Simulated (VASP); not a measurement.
Here is a VASP 6.6.1 calculation.

The input INCAR:

```
PREC = Accurate ; ENCUT = 520
EDIFF = 1E-6 ; ISMEAR = 0
SIGMA = 0.1 ; LREAL = F
LASPH = T ; NELM = 100
ALGO = Normal ; ISIF = 2
LWAVE = F ; LCHARG = T
GGA = PE ; LELF = T
LVHAR = T ; NBANDS = 28
```

The input KPOINTS:

```
Automatic mesh
0
Gamma
  6 6 6
```

POSCAR

```
Si5P3
1.0
    4.9972449448      0.0000000000      0.0000000000
    0.0000000000      4.9972449448      0.0000000000
    0.0000000000      0.0000000000      4.9972449448
Si P
5 3
Direct
    0.5000000000      0.0000000000      0.0000000000
    0.0000000000      0.5000000000      0.0000000000
    0.0000000000      0.0000000000      0.5000000000
    0.0000000000      0.0000000000      0.0000000000
    0.5000000000      0.5000000000      0.5000000000
    0.0000000000      0.5000000000      0.5000000000
    0.5000000000      0.0000000000      0.5000000000
    0.5000000000      0.5000000000      0.0000000000
```

Potentials or basis: VASP PAW PBE potentials, release 64 (Si, P).

Launch:

```console
$ cat potpaw_PBE.64/Si/POTCAR potpaw_PBE.64/P/POTCAR > POTCAR
$ mpirun -np 1 vasp_std > vasp.out
```

Problem. Estimate the band gap on the k mesh.

Solution. Zero (an odd number of electrons rules out a gap without spin polarisation).

Problem. Estimate the pressure.

Solution. -0.1 GPa.
